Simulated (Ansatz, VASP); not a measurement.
**PbS: VASP beside Ansatz**

```xyz
2
Lattice="0.0000 2.9429 2.9429 2.9429 0.0000 2.9429 2.9429 2.9429 0.0000" Properties=species:S:1:pos:R:3 pbc="T T T"
Pb    0.0000    0.0000    0.0000
S     2.9429    2.9429    2.9429
```

Change from the starting cell: volume scaled by 0.94, LAPW.

Alike in both runs: task single point; functional PBE; k mesh 14 × 14 × 14; occupations fermi-dirac, width 0.1 eV; no spin polarisation.

|  | VASP | Ansatz |
| --- | --- | --- |
| version | VASP 6.6.1 | Ansatz 0.2.0 |
| potentials or method | VASP PAW PBE potentials, release 64 (Pb_d, S), cutoff 520 eV | all-electron LAPW, scalar-relativistic |

```tsv
	VASP	Ansatz	Ansatz less VASP
pressure (GPa)	3.7	3.8	+0.08
```

Ansatz ran all-electron here, and VASP with PAW potentials.

Neither program's run includes spin-orbit coupling.
